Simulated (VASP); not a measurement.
# Cu (Fm-3m) in VASP: notebook, part 2 of 2

VASP 6.6.1. Earlier steps stand in the parts before.

## (3) Relaxation of cell and atoms, r2SCAN, target pressure 10 GPa, at which the enthalpy is minimised

The input, POSCAR:

```
Cu
1.0
    0.0000000000      1.7884957528      1.7884957528
    1.7884957528      0.0000000000      1.7884957528
    1.7884957528      1.7884957528      0.0000000000
Cu
1
Direct
    0.0000000000      0.0000000000      0.0000000000
```

The input, INCAR.step1:

```
ALGO = Normal ; EDIFF = 1E-4
ENCUT = 600 ; GGA = PE
ISMEAR = -1 ; LASPH = True
LCHARG = False ; LREAL = False
LWAVE = True ; NELM = 60
PREC = Accurate ; SIGMA = 0.1
```

The input, INCAR.step2:

```
ALGO = Normal ; EDIFF = 1E-6
EDIFFG = -0.002 ; ENCUT = 600
IBRION = 2 ; ISIF = 3
ISMEAR = -1 ; ISTART = 1
LASPH = True ; LCHARG = False
LMIXTAU = True ; LREAL = False
LWAVE = False ; METAGGA = R2SCAN
NELM = 60 ; NSW = 100
PREC = Accurate ; PSTRESS = 100.0
SIGMA = 0.1
```

The input, KPOINTS:

```
k-points
0
Gamma
  26 26 26
```

Potentials or basis: VASP PAW PBE potentials, release 64 (Cu).

On the command line:

```console
> cat potpaw_PBE.64/Cu/POTCAR > POTCAR
> cp INCAR.step1 INCAR
> mpirun -np 1 vasp_std > vasp.out
> cp INCAR.step2 INCAR
> mpirun -np 1 vasp_std > vasp.out
```

OUTCAR:

```text
EDIFF = 1E-6
   EDIFFG = -0.002
   ENCUT = 600
   IBRION = 2
   ISIF = 3
   ISMEAR = -1
   ISTART = 1
   LASPH = True
   LREAL = False
   METAGGA = R2SCAN
   NELM = 60
   NSW = 100
   PREC = Accurate
   PSTRESS = 100.0

 ion  position               nearest neighbor table
   1  0.000  0.000  0.000-

  LATTYP: Found a face centered cubic cell.
 ALAT       =     3.5769915056

  Lattice vectors:

 A1 = (   0.0000000000,   1.7884957528,   1.7884957528)
 A2 = (   1.7884957528,   0.0000000000,   1.7884957528)
 A3 = (   1.7884957528,   1.7884957528,   0.0000000000)

Analysis of symmetry for initial positions (statically):
=====================================================================
 Subroutine PRICEL returns:
 Original cell was already a primitive cell.

 Routine SETGRP: Setting up the symmetry group for a
 face centered cubic supercell.

 Subroutine GETGRP returns: Found 48 space group operations
 (whereof 48 operations were pure point group operations)
 out of a pool of 48 trial point group operations.

The static configuration has the point symmetry O_h .

Analysis of symmetry for dynamics (positions and initial velocities):
=====================================================================
[... 164 lines left out ...]
  Total        0.0399524      0.0399524      0.0399524      0.0000000     -0.0000000      0.0000000
  in kB        5.5944777      5.5944777      5.5944777      0.0000000     -0.0000000      0.0000000
  external PRESSURE =     -94.4055223 kB  Pullay stress =     100.0000000 kB
[... 98 lines left out ...]
--------------------------------------- Ionic step        4  -------------------------------------------

 number of electron      10.9999997 magnetization

 Free energy of the ion-electron system (eV)
  ---------------------------------------------------
  ext. energy  EPLUGINS =         0.00000000
  ---------------------------------------------------
  free energy    TOTEN  =       -10.81353885 eV

  energy without entropy =      -10.80502998  energy(sigma->0) =      -10.80928441

 E-fermi :   8.4817     XC(G=0): -14.3085

 val. band max:        8.4724933358   @ k =  -0.4231   0.1154   0.0000
 cond. band min:       8.4838341830   @ k =   0.4231   0.4231   0.0000
 fundamental gap:      0.0113408472
 Fermi energy:         8.4817488819

 k-point     1 :       0.0000    0.0000    0.0000
  band No.  band energies     occupation
      1      -1.8823      2.00000
      2       5.0450      2.00000
      3       5.0450      2.00000
      4       5.0450      2.00000
      5       5.9747      2.00000
      6       5.9747      2.00000
      7      32.5190      0.00000
      8      36.2208      0.00000
      9      36.2208      0.00000
[... 265 lines left out ...]
 k-point    24 :       0.3846    0.0385    0.0000
  band No.  band energies     occupation
      1       2.2741      2.00000
      2       5.0520      2.00000
      3       5.1009      2.00000
      4       5.3305      2.00000
      5       6.4964      2.00000
      6       6.5093      2.00000
      7      16.3533      0.00000
      8      31.1104      0.00000
      9      31.8610      0.00000

 [... further k-points ...]

------------------------ aborting loop because EDIFF is reached ----------------------------------------

  FORCE on cell =-STRESS in cart. coord.  units (eV):
  Direction    XX          YY          ZZ          XY          YZ          ZX
  --------------------------------------------------------------------------------------
  -------------------------------------------------------------------------------------
  Total        0.6805029      0.6805029      0.6805029      0.0000000      0.0000000     -0.0000000
  in kB      100.2480288    100.2480288    100.2480288      0.0000000      0.0000000     -0.0000000
  external PRESSURE =       0.2480288 kB  Pullay stress =     100.0000000 kB
[... 20 lines left out ...]
  energy  without entropy=      -10.8050299774  energy(sigma->0) =      -10.80928441

  enthalpy is  TOTEN    =       -10.1347196660 eV   P V=        0.6788191852

 reached required accuracy - stopping structural energy minimisation
```

OUTCAR.step1:

```text
EDIFF = 1E-4
   ENCUT = 600
   GGA = PE
   ISMEAR = -1
   LASPH = True
[... 502 lines left out ...]

 POSITION                                       TOTAL-FORCE (eV/Angst)
 -----------------------------------------------------------------------------------
      0.00000      0.00000      0.00000         0.000000     -0.000000      0.000000
 -----------------------------------------------------------------------------------
    total drift:                                0.000000      0.000000      0.000000

  FREE ENERGIE OF THE ION-ELECTRON SYSTEM (eV)
  ---------------------------------------------------
  free  energy   TOTEN  =        -3.7204040475 eV

  energy  without entropy=       -3.7112020256  energy(sigma->0) =       -3.71580304
```

OSZICAR.step1:

```text
N       E                     dE             d eps       ncg     rms          rms(c)
DAV:   1     0.386851081933E+02    0.38685E+02   -0.61759E+03  9399   0.231E+03
DAV:   2    -0.417549037324E+01   -0.42861E+02   -0.40867E+02  9289   0.208E+02
DAV:   3    -0.463576812011E+01   -0.46028E+00   -0.45892E+00 11116   0.309E+01
DAV:   4    -0.463875245565E+01   -0.29843E-02   -0.29840E-02 11321   0.224E+00
DAV:   5    -0.463878509444E+01   -0.32639E-04   -0.32638E-04 10543   0.182E-01    0.773E+00
DAV:   6    -0.407900949450E+01    0.55978E+00   -0.16474E+01  9695   0.971E+01    0.374E+00
DAV:   7    -0.373399018568E+01    0.34502E+00   -0.25199E+00  9815   0.376E+01    0.614E-01
DAV:   8    -0.372180979306E+01    0.12180E-01   -0.53441E-03 10181   0.116E+00    0.283E-01
DAV:   9    -0.372040232681E+01    0.14075E-02   -0.97473E-03  9757   0.218E+00    0.295E-02
DAV:  10    -0.372040404750E+01   -0.17207E-05   -0.31782E-05  5459   0.129E-01
   1 F= -.37204040E+01 E0= -.37158030E+01  d E =-.920202E-02
```

It took 11 min on 1 thread of Intel Xeon Platinum 8259CL at 2.50GHz (Skylake/Cascade Lake), shared host; peak memory 0.19 GiB.

What came out:

```
Free energy                                                : -10.8135 eV
Relaxed volume                                             : 10.88 Å³/atom
Relaxed cell                                               : a = 2.487 Å, b = 2.487 Å, c = 2.487 Å, α = 60.00°, β = 60.00°, γ = 60.00°
Space group after relaxing (to 0.1 Å)                      : Fm-3m (No. 225)
Energy change on relaxing (the run minimises the enthalpy) : +18.1 meV/atom
Ionic steps                                                : 4
Pressure after relaxing                                    : 10.0 GPa
Band gap on the k mesh                                     : zero (an odd number of electrons rules out a gap without spin polarisation)
```

The path:
```csv
step,energy change (eV),largest force (eV/Å),pressure (GPa),volume (Å³)
1,0.0000,0.0000,0.56,11.44
2,0.0678,0.0000,21.25,10.36
3,0.0174,0.0000,9.86,10.89
4,0.0181,0.0000,10.02,10.88
```

Final structure:
```
CELL_PARAMETERS angstrom
0.00000 1.75851 1.75851
1.75851 0.00000 1.75851
1.75851 1.75851 0.00000
ATOMIC_POSITIONS crystal
Cu 0.00000 0.00000 0.00000
```

Caveat: the cell is relaxed towards a set pressure, so the run minimises the enthalpy, not the energy; the PAW data sets were made with another functional, which shifts forces and pressure a little.
